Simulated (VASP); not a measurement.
# TePb (Pm-3m) in VASP: further runs

TePb is run at these levels: PBE; tasks: single point.

Program: VASP 6.6.1. These are calculated values, not measurements. Logs are shortened: lines on timing, memory, paths and dates and some standing lists are left out, and cuts for length are marked.

## 1. The cell of the first run

The structure is cubic, space group Pm-3m (No. 221). Conventional cell: a = 3.975 Å, b = 3.975 Å, c = 3.975 Å, α = 90.00°, β = 90.00°, γ = 90.00°. Within 4.5 Å of Pb (site symmetry m-3m) lie 8 Te at 3.44 Å and 6 Pb at 3.98 Å. Within 4.5 Å of Te (site symmetry m-3m) lie 8 Pb at 3.44 Å and 6 Te at 3.98 Å.

## 2. Single point, PBE (volume scaled by 0.98)

Input file INCAR:

```
SYSTEM = TePb
  PREC = Accurate
  ENCUT = 520
  EDIFF = 1E-6
  ISMEAR = -1
  SIGMA = 0.05
  LREAL = .False.
  LASPH = .True.
  NELM = 60
  ALGO = Normal
  ISIF = 2
  LWAVE = .False.
  LCHARG = .False.
  GGA = PE
  NBANDS = 17
```

Input file KPOINTS:

```
Automatic mesh
0
Gamma
  7 7 7
  0 0 0
```

Input file POSCAR:

```
TePb
1.0
    3.9754252041      0.0000000000      0.0000000000
    0.0000000000      3.9754252041      0.0000000000
    0.0000000000      0.0000000000      3.9754252041
Pb Te
1 1
Direct
    0.0000000000      0.0000000000      0.0000000000
    0.5000000000      0.5000000000      0.5000000000
```

Potentials or basis: VASP PAW PBE potentials, release 64 (Pb_d, Te).

On the command line:

```
$ cat potpaw_PBE.64/Pb_d/POTCAR potpaw_PBE.64/Te/POTCAR > POTCAR
$ mpirun -np 1 vasp_std > vasp.out
```

OUTCAR:

```text
SYSTEM = TePb
   PREC = Accurate
   ENCUT = 520
   EDIFF = 1E-6
   ISMEAR = -1
   LREAL = .False.
   LASPH = .True.
   NELM = 60
   ISIF = 2
   GGA = PE

 ion  position               nearest neighbor table
   1  0.000  0.000  0.000-   2 3.44   2 3.44   2 3.44   2 3.44   2 3.44   2 3.44   2 3.44   2 3.44

   2  0.500  0.500  0.500-   1 3.44   1 3.44   1 3.44   1 3.44   1 3.44   1 3.44   1 3.44   1 3.44

  LATTYP: Found a simple cubic cell.
 ALAT       =     3.9754252041

  Lattice vectors:

 A1 = (   3.9754252041,   0.0000000000,   0.0000000000)
 A2 = (   0.0000000000,   3.9754252041,   0.0000000000)
 A3 = (   0.0000000000,   0.0000000000,   3.9754252041)

Analysis of symmetry for initial positions (statically):
=====================================================================
 Subroutine PRICEL returns:
 Original cell was already a primitive cell.

 Routine SETGRP: Setting up the symmetry group for a
 simple cubic supercell.

 Subroutine GETGRP returns: Found 48 space group operations
 (whereof 48 operations were pure point group operations)
 out of a pool of 48 trial point group operations.

The static configuration has the point symmetry O_h .

Analysis of symmetry for dynamics (positions and initial velocities):
=====================================================================
 Subroutine PRICEL returns:
 Original cell was already a primitive cell.

 Routine SETGRP: Setting up the symmetry group for a
 simple cubic supercell.

 Subroutine GETGRP returns: Found 48 space group operations
 (whereof 48 operations were pure point group operations)
 out of a pool of 48 trial point group operations.

The dynamic configuration has the point symmetry O_h .

 Subroutine INISYM returns: Found 48 space group operations
 (whereof 48 operations are pure point group operations),
 and found     1 'primitive' translations

----------------------------------------------------------------------------------------

                                     Primitive cell

  volume of cell :      62.8276

  direct lattice vectors                    reciprocal lattice vectors
     3.975425204  0.000000000  0.000000000     0.251545419  0.000000000  0.000000000
     0.000000000  3.975425204  0.000000000     0.000000000  0.251545419  0.000000000
     0.000000000  0.000000000  3.975425204     0.000000000  0.000000000  0.251545419

  length of vectors
     3.975425204  3.975425204  3.975425204     0.251545419  0.251545419  0.251545419

  position of ions in fractional coordinates (direct lattice)
     0.000000000  0.000000000  0.000000000
     0.500000000  0.500000000  0.500000000

  ion indices of the primitive-cell ions
   primitive index   ion index
                 1           1
                 2           2

----------------------------------------------------------------------------------------

 KPOINTS: Automatic mesh

Automatic generation of k-mesh.
 Grid dimensions read from file:
 generate k-points for:    7    7    7

 Generating k-lattice:

  Cartesian coordinates                     Fractional coordinates (reciprocal lattice)
     0.035935060  0.000000000  0.000000000     0.142857143  0.000000000  0.000000000
     0.000000000  0.035935060  0.000000000     0.000000000  0.142857143  0.000000000
     0.000000000  0.000000000  0.035935060     0.000000000  0.000000000  0.142857143

  Length of vectors
     0.035935060  0.035935060  0.035935060

  Shift w.r.t. Gamma in fractional coordinates (k-lattice)
     0.000000000  0.000000000  0.000000000

 Subroutine IBZKPT returns following result:
 ===========================================

 Found     20 irreducible k-points:

 Following reciprocal coordinates:
            Coordinates               Weight
  0.000000  0.000000  0.000000      1.000000
  0.142857  0.000000  0.000000      6.000000
  0.285714  0.000000  0.000000      6.000000
  0.428571  0.000000  0.000000      6.000000
  0.142857  0.142857  0.000000     12.000000
  0.285714  0.142857  0.000000     24.000000
[... 12 lines left out ...]
  0.428571  0.428571  0.285714     24.000000
  0.428571  0.428571  0.428571      8.000000
   k-points           NKPTS =     20   k-points in BZ     NKDIM =     20   number of bands    NBANDS=     17
   number of dos      NEDOS =    301   number of ions     NIONS =      2
   total plane-waves  NPLWV =  27000
   dimension x,y,z NGX =    30 NGY =   30 NGZ =   30
   dimension x,y,z NGXF=    60 NGYF=   60 NGZF=   60
   ions per type =               1   1
   NGX,Y,Z   is equivalent  to a cutoff of  12.55, 12.55, 12.55 a.u.
   NGXF,Y,Z  is equivalent  to a cutoff of  25.09, 25.09, 25.09 a.u.
 SYSTEM =  TePb
   PREC   = accura    normal or accurate (medium, high low for compatibility)
   ISTART =      0    job   : 0-new  1-cont  2-samecut
   ICHARG =      2    charge: 1-file 2-atom 10-const
   ISPIN  =      1    spin polarized calculation?
   LNONCOLLINEAR =      F non collinear calculations
   LSORBIT =      F    spin-orbit coupling
   LASPH  =      T    aspherical Exc in radial PAW
   ENCUT  =  520.0 eV  38.22 Ry    6.18 a.u.   7.39  7.39  7.39*2*pi/ulx,y,z
   NELM   =     60;   NELMIN=  2; NELMDL= -5     # of ELM steps
   EDIFF  = 0.1E-05   stopping-criterion for ELM
   LREAL  =      F    real-space projection
   EDIFFG = 0.1E-04   stopping-criterion for IOM
   NSW    =      0    number of steps for IOM
   IBRION =     -1    ionic relax: 0-MD 1-quasi-New 2-CG
   NFREE  =      0    steps in history (QN), initial steepest desc. (CG)
   ISIF   =      2    stress and relaxation
   ISYM   =      2    0-nonsym 1-usesym 2-fastsym
   POTIM  = 0.5000    time-step for ionic-motion
   TEBEG  =    0.0;   TEEND  =   0.0 temperature during run
   PSTRESS=    0.0 pullay stress
   NELECT =      20.0000    total number of electrons
   NUPDOWN=      -1.0000    fix difference up-down
   EMIN   =  10.00;   EMAX   =-10.00  energy-range for DOS
   EFERMI =   0.00;   METHOD = LEGACY
   ISMEAR =    -1;   SIGMA  =   0.05  broadening in eV -4-tet -1-fermi 0-gaus
   EFERMI_NEDOS =   21; number of points for ismear=-14 and -15
   IALGO  =     38    algorithm
   IMIX   =      4    mixing-type and parameters
     AMIX     =   0.40;   BMIX     =  1.00
     AMIX_MAG =   1.60;   BMIX_MAG =  1.00
  volume/ion in A,a.u.               =      31.41       211.99
  Fermi-wavevector in a.u.,A,eV,Ry     =   1.117810  2.112354 17.000462  1.249499
  Thomas-Fermi vector in A             =   2.254436
   LORBIT       =      0    0 simple, 1 ext, 2 COOP (PROOUT), +10 PAW based schemes
   GGA     = PE    functional components
   LHFCALC =     F    Hartree Fock is set to
   AEXX    =    0.0000 exact exchange contribution
   IVDW    =     0    specifies the selected vdW correction
   LEPSILON=     F    determine dielectric tensor
   LRPA    =     F    only Hartree local field effects (RPA)
 non-spin polarized calculation
  energy-cutoff  :      520.00
  volume of cell :       62.83
 maximum number of plane-waves:      1743
 NGX is ok and might be reduce to    30
   NGX = 15   NGY = 15   NGZ = 15

 number of electron      20.0000002 magnetization

 Free energy of the ion-electron system (eV)
  ---------------------------------------------------
  ext. energy  EPLUGINS =         0.00000000
  ---------------------------------------------------
  free energy    TOTEN  =        -7.05784109 eV

  energy without entropy =       -7.04332161  energy(sigma->0) =       -7.05058135

 E-fermi :   6.6026     XC(G=0):  -9.7761

 val. band max:        6.5600507398   @ k =   0.1429   0.1429   0.1429
 cond. band min:       6.6144441012   @ k =   0.4286   0.2857   0.0000
 fundamental gap:      0.0543933615
 Fermi energy:         6.6025847607

 k-point     1 :       0.0000    0.0000    0.0000
  band No.  band energies     occupation
      1     -10.5289      2.00000
      2     -10.5289      2.00000
      3     -10.4405      2.00000
      4     -10.4405      2.00000
      5     -10.4405      2.00000
      6      -5.6772      2.00000
[... 9 lines left out ...]
     16      16.8327      0.00000
     17      17.7203      0.00000

 k-point     2 :       0.1429    0.0000    0.0000
  band No.  band energies     occupation
      1     -10.5282      2.00000
      2     -10.5149      2.00000
      3     -10.4457      2.00000
      4     -10.4457      2.00000
      5     -10.4401      2.00000
      6      -5.5109      2.00000
[... 9 lines left out ...]
     16      16.6831      0.00000
     17      17.0729      0.00000

 k-point     3 :       0.2857    0.0000    0.0000
  band No.  band energies     occupation
      1     -10.5265      2.00000
      2     -10.4836      2.00000
      3     -10.4573      2.00000
      4     -10.4573      2.00000
      5     -10.4393      2.00000
      6      -5.0382      2.00000
[... 9 lines left out ...]
     16      14.9418      0.00000
     17      17.2794      0.00000

 k-point     4 :       0.4286    0.0000    0.0000
  band No.  band energies     occupation
      1     -10.5252      2.00000
      2     -10.4666      2.00000
      3     -10.4666      2.00000
      4     -10.4586      2.00000
      5     -10.4386      2.00000
      6      -4.4269      2.00000
[... 9 lines left out ...]
     16      17.2968      0.00000
     17      18.0964      0.00000
[... 263 lines left out ...]
      1     -10.4920      2.00000
      2     -10.4848      2.00000
      3     -10.4727      2.00000
      4     -10.4546      2.00000
      5     -10.4290      2.00000
      6      -3.6005      2.00000
[... 9 lines left out ...]
     16      16.2905      0.00000
     17      18.5761      0.00000

 k-point    19 :       0.4286    0.4286    0.2857
  band No.  band energies     occupation
      1     -10.5024      2.00000
      2     -10.4838      2.00000
      3     -10.4830      2.00000
      4     -10.4413      2.00000
      5     -10.4146      2.00000
      6      -3.3629      2.00000
[... 9 lines left out ...]
     16      17.8308      0.00000
     17      19.0436      0.00000

 k-point    20 :       0.4286    0.4286    0.4286
  band No.  band energies     occupation
      1     -10.4972      2.00000
      2     -10.4952      2.00000
      3     -10.4952      2.00000
      4     -10.4141      2.00000
      5     -10.4141      2.00000
      6      -3.1980      2.00000
[... 9 lines left out ...]
     16      19.1924      0.00000
     17      21.2142      0.00000

------------------------ aborting loop because EDIFF is reached ----------------------------------------

  FORCE on cell =-STRESS in cart. coord.  units (eV):
  Direction    XX          YY          ZZ          XY          YZ          ZX
  --------------------------------------------------------------------------------------
  -------------------------------------------------------------------------------------
  Total        0.3154747      0.3154747      0.3154747     -0.0000000     -0.0000000      0.0000000
  in kB        8.0449682      8.0449682      8.0449682     -0.0000000     -0.0000000      0.0000000
  external PRESSURE =       8.0449682 kB  Pullay stress =       0.0000000 kB

 VOLUME and BASIS-vectors are now :
 -----------------------------------------------------------------------------
  energy-cutoff  :      520.00
  volume of cell :       62.83
      direct lattice vectors                 reciprocal lattice vectors
     3.975425204  0.000000000  0.000000000     0.251545419  0.000000000  0.000000000
     0.000000000  3.975425204  0.000000000     0.000000000  0.251545419  0.000000000
     0.000000000  0.000000000  3.975425204     0.000000000  0.000000000  0.251545419

 POSITION                                       TOTAL-FORCE (eV/Angst)
 -----------------------------------------------------------------------------------
      0.00000      0.00000      0.00000         0.000000      0.000000      0.000000
      1.98771      1.98771      1.98771         0.000000      0.000000      0.000000
 -----------------------------------------------------------------------------------
    total drift:                                0.000000     -0.000000     -0.000000

  FREE ENERGIE OF THE ION-ELECTRON SYSTEM (eV)
  ---------------------------------------------------
  free  energy   TOTEN  =        -7.0578410898 eV

  energy  without entropy=       -7.0433216070  energy(sigma->0) =       -7.05058135
```

Wall time 37 s (1 thread of Intel Xeon 6975P-C, shared host); peak memory 0.17 GiB.

Results:

| Item | Value |
| --- | --- |
| Free energy | -7.0578 eV |
| Pressure | 0.8 GPa |
| Band gap on the k mesh | zero (band 10 reaches 6.79 eV, above the bottom of band 11 at 5.96 eV) |

Caveat: spin-orbit coupling is left out, which moves the levels of the heavy elements.

## 3. Single point, PBE (volume scaled by 1.02)

Input file INCAR:

```
SYSTEM = TePb
PREC = Accurate
ENCUT = 520
EDIFF = 1E-7
ISMEAR = -1
SIGMA = 0.05
LREAL = .FALSE.
LASPH = .TRUE.
NELM = 100
ALGO = Normal
ISIF = 2
LWAVE = .FALSE.
LCHARG = .FALSE.
GGA = PE
NBANDS = 17
```

Input file KPOINTS:

```
Automatic mesh
0
G
  7 7 7
  0 0 0
```

Input file POSCAR:

```
TePb
1.0
    4.0287929844      0.0000000000      0.0000000000
    0.0000000000      4.0287929844      0.0000000000
    0.0000000000      0.0000000000      4.0287929844
Pb Te
1 1
Direct
    0.0000000000      0.0000000000      0.0000000000
    0.5000000000      0.5000000000      0.5000000000
```

Potentials or basis: VASP PAW PBE potentials, release 64 (Pb_d, Te).

On the command line:

```
$ cat potpaw_PBE.64/Pb_d/POTCAR potpaw_PBE.64/Te/POTCAR > POTCAR
$ mpirun -np 1 vasp_std > vasp.out
```

OUTCAR:

```text
SYSTEM = TePb
   PREC = Accurate
   ENCUT = 520
   EDIFF = 1E-7
   ISMEAR = -1
   LREAL = .FALSE.
   LASPH = .TRUE.
   NELM = 100
   ISIF = 2
   GGA = PE

 ion  position               nearest neighbor table
   1  0.000  0.000  0.000-   2 3.49   2 3.49   2 3.49   2 3.49   2 3.49   2 3.49   2 3.49   2 3.49

   2  0.500  0.500  0.500-   1 3.49   1 3.49   1 3.49   1 3.49   1 3.49   1 3.49   1 3.49   1 3.49

  LATTYP: Found a simple cubic cell.
 ALAT       =     4.0287929844

[... 581 lines left out ...]

------------------------ aborting loop because EDIFF is reached ----------------------------------------

  FORCE on cell =-STRESS in cart. coord.  units (eV):
  Direction    XX          YY          ZZ          XY          YZ          ZX
  --------------------------------------------------------------------------------------
  -------------------------------------------------------------------------------------
  Total       -0.3330825     -0.3330825     -0.3330825      0.0000000      0.0000000      0.0000000
  in kB       -8.1608896     -8.1608896     -8.1608896      0.0000000      0.0000000      0.0000000
  external PRESSURE =      -8.1608896 kB  Pullay stress =       0.0000000 kB

 VOLUME and BASIS-vectors are now :
 -----------------------------------------------------------------------------
  energy-cutoff  :      520.00
  volume of cell :       65.39
      direct lattice vectors                 reciprocal lattice vectors
     4.028792984  0.000000000  0.000000000     0.248213300  0.000000000  0.000000000
     0.000000000  4.028792984  0.000000000     0.000000000  0.248213300  0.000000000
     0.000000000  0.000000000  4.028792984     0.000000000  0.000000000  0.248213300

 POSITION                                       TOTAL-FORCE (eV/Angst)
 -----------------------------------------------------------------------------------
      0.00000      0.00000      0.00000         0.000000      0.000000      0.000000
      2.01440      2.01440      2.01440         0.000000      0.000000      0.000000
 -----------------------------------------------------------------------------------
    total drift:                                0.000000     -0.000000     -0.000000

  FREE ENERGIE OF THE ION-ELECTRON SYSTEM (eV)
  ---------------------------------------------------
  free  energy   TOTEN  =        -7.0579042982 eV

  energy  without entropy=       -7.0452102919  energy(sigma->0) =       -7.05155730
```

OSZICAR:

```text
N       E                     dE             d eps       ncg     rms          rms(c)
DAV:   1     0.149301613572E+03    0.14930E+03   -0.92601E+03   680   0.114E+03
DAV:   2     0.261042838878E+01   -0.14669E+03   -0.14281E+03   737   0.292E+02
DAV:   3    -0.701921087213E+01   -0.96296E+01   -0.94049E+01   854   0.801E+01
DAV:   4    -0.727010138664E+01   -0.25089E+00   -0.25074E+00   903   0.145E+01
DAV:   5    -0.727881477283E+01   -0.87134E-02   -0.87131E-02   943   0.239E+00    0.342E+00
DAV:   6    -0.706254166456E+01    0.21627E+00   -0.49169E-01   962   0.446E+00    0.221E+00
DAV:   7    -0.705870460818E+01    0.38371E-02   -0.83016E-02   830   0.127E+00    0.100E+00
DAV:   8    -0.706120019679E+01   -0.24956E-02   -0.30424E-02   883   0.129E+00    0.269E-01
DAV:   9    -0.705888975695E+01    0.23104E-02   -0.24868E-02   934   0.935E-01    0.140E-01
DAV:  10    -0.705792221187E+01    0.96755E-03   -0.23573E-03   888   0.317E-01    0.486E-02
DAV:  11    -0.705791752358E+01    0.46883E-05   -0.54674E-04   799   0.127E-01    0.307E-02
DAV:  12    -0.705791673901E+01    0.78456E-06   -0.37741E-05   822   0.287E-02    0.386E-02
DAV:  13    -0.705791128978E+01    0.54492E-05   -0.30333E-06   940   0.109E-02    0.319E-02
DAV:  14    -0.705790369328E+01    0.75965E-05   -0.23166E-05   896   0.309E-02    0.291E-03
DAV:  15    -0.705790409821E+01   -0.40493E-06   -0.18831E-06   719   0.667E-03    0.354E-03
DAV:  16    -0.705790430100E+01   -0.20279E-06   -0.23613E-08   433   0.148E-03    0.914E-04
DAV:  17    -0.705790429825E+01    0.27521E-08   -0.13708E-08   379   0.743E-04
   1 F= -.70579043E+01 E0= -.70515573E+01  d E =-.126940E-01
```

stdout:

```text
POSCAR found type information on POSCAR PbTe
 POSCAR found :  2 types and       2 ions
 scaLAPACK will be used
 LDA part: xc-table for (Slater+PW92), standard interpolation
 POSCAR, INCAR and KPOINTS ok, starting setup
 FFT: planning ... GRIDC
 FFT: planning ... GRID_SOFT
 FFT: planning ... GRID
 WAVECAR not read
 entering main loop
```

Run time: 46 s. Hardware: 1 thread of Intel Xeon 6975P-C, shared host; peak memory 0.18 GiB.

What came out:

```yaml
Free_energy: -7.0579 eV
Pressure: -0.8 GPa
Band_gap_on_the_k_mesh: zero (band 10 reaches 6.34 eV, above the bottom of band 11 at 5.60 eV)
```

Caveat: spin-orbit coupling is left out, which moves the levels of the heavy elements.

## 4. Single point, PBE (volume scaled by 1.04)

Input file INCAR:

```
  ALGO = Normal
  EDIFF = 1E-6
  ENCUT = 520
  GGA = PE
  ISIF = 2
  ISMEAR = -1
  LASPH = T
  LCHARG = F
  LREAL = F
  LWAVE = F
  NBANDS = 17
  NELM = 100
  PREC = Accurate
  SIGMA = 0.05
```

Input file KPOINTS:

```
k-points
0
Gamma
  7 7 7
```

Input file POSCAR:

```
TePb
1.0
    4.0549547108      0.0000000000      0.0000000000
    0.0000000000      4.0549547108      0.0000000000
    0.0000000000      0.0000000000      4.0549547108
Pb Te
1 1
Direct
    0.0000000000      0.0000000000      0.0000000000
    0.5000000000      0.5000000000      0.5000000000
```

On the command line:

```
$ cat potpaw_PBE.64/Pb_d/POTCAR potpaw_PBE.64/Te/POTCAR > POTCAR
$ mpirun -np 1 vasp_std > vasp.out
```

It took 33 s on 1 thread of Intel Xeon 6975P-C, shared host; peak memory 0.18 GiB.

The run converged. Its results:

* Free energy: -7.0488 eV
* Pressure: -1.6 GPa
* Band gap on the k mesh: zero (band 10 reaches 6.12 eV, above the bottom of band 11 at 5.42 eV)

Levels at points of the mesh, in eV from the Fermi level:
```
           k point  band 7  band 8  band 9  band 10  band 11  band 12  band 13  band 14
(0.00, 0.00, 0.00)   -6.92   -1.50   -1.50    -1.50     4.05     4.05     4.97     4.97
```

Caveat: spin-orbit coupling is left out, which moves the levels of the heavy elements.

## 5. Summary

| cell | gap on the mesh (eV) | pressure (GPa) |
| --- | --- | --- |
| a = 3.975 Å, 2 atoms | none | 0.8 |
| a = 4.029 Å, 2 atoms | none | -0.8 |
| a = 4.055 Å, 2 atoms | none | -1.6 |

Alike in all rows: task single point; level PBE; potentials or basis VASP PAW PBE potentials, release 64 (Pb_d, Te); no spin polarisation; k mesh 7 × 7 × 7; cutoff (eV) 520; smearing fermi-dirac 0.05 eV.

Caveats: spin-orbit coupling is left out, which moves the levels of the heavy elements.

Total energies depend on the potentials used, so only differences within one code and one set of settings carry meaning.
